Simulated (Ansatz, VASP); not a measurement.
# NaCl: VASP beside Ansatz

```xyz
2
Lattice="0.0000 2.9450 2.7185 2.9450 0.0000 2.7185 2.9450 2.9450 0.0000" Properties=species:S:1:pos:R:3 pbc="T T T"
Na    0.0000    0.0000    0.0000
Cl    2.9450    2.9450    2.7185
```

Change from the starting cell: strain +0.040 along x and y, -0.040 along z, atoms carried along.

Alike in both runs: task single point; functional PBE; k mesh 8 × 8 × 8; occupations gaussian, width 0.05 eV; no spin polarisation.

|  | VASP | Ansatz |
| --- | --- | --- |
| version | VASP 6.6.1 | Ansatz 0.2.0 |
| potentials or method | VASP PAW PBE potentials, release 64 (Na_pv, Cl), cutoff 520 eV | scalar-relativistic, plane waves, PAW |
| valence electrons in the cell | 14 | 16 |

```tsv
	VASP	Ansatz	Ansatz less VASP
gap on the k mesh at the Fermi level (eV)	4.90	4.90	0.000
least direct gap on the mesh (eV)	4.90	4.90	0.000
pressure (GPa)	-0.1	-0.1	+0.02
traceless stress, the component that is largest in VASP (GPa)	2.02	2.01	-0.017
```

With one functional, cell and mesh, what is left measures potentials, basis and numerics. VASP's potentials hold 14 valence electrons a cell and Ansatz's 16, so a difference there can come from the potentials and not from the codes.
